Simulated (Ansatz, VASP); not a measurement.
**Two plane-wave programs on Cu**

```
CELL_PARAMETERS angstrom
-1.44279 1.44279 1.33480
1.44279 -1.44279 1.33480
1.44279 1.44279 -1.33480
ATOMIC_POSITIONS crystal
Cu 0.00000 0.00000 0.00000
```

Change from the starting cell: strain +0.000 along x and y, -0.030 along z, atoms carried along.

Alike in both runs: task single point; functional PBEsol; k mesh 24 × 24 × 24; occupations gaussian, width 0.15 eV; no spin polarisation.

|  | VASP | Ansatz |
| --- | --- | --- |
| version | VASP 6.6.1 | Ansatz 0.2.0 |
| potentials or method | VASP PAW PBE potentials, release 64 (Cu_sv_GW), cutoff 700 eV | scalar-relativistic, plane waves, PAW |
| valence electrons in the cell | 19 | 19 |

VASP gave:

```
gap on the k mesh at the Fermi level (eV)                     : none
pressure (GPa)                                                : -0.3
traceless stress, the component that is largest in VASP (GPa) : 0.40
```

Q: Estimate Ansatz's values.

A: gap on the k mesh at the Fermi level (eV): none; pressure (GPa): 3.9; traceless stress, the component that is largest in VASP (GPa): 0.41.

VASP's potentials were made for PBE, not for PBEsol. A gap of «none» marks a metal or a gap that the smearing closes. One of these differences is far larger than is usual between the two programs; its cause wasn't traced.
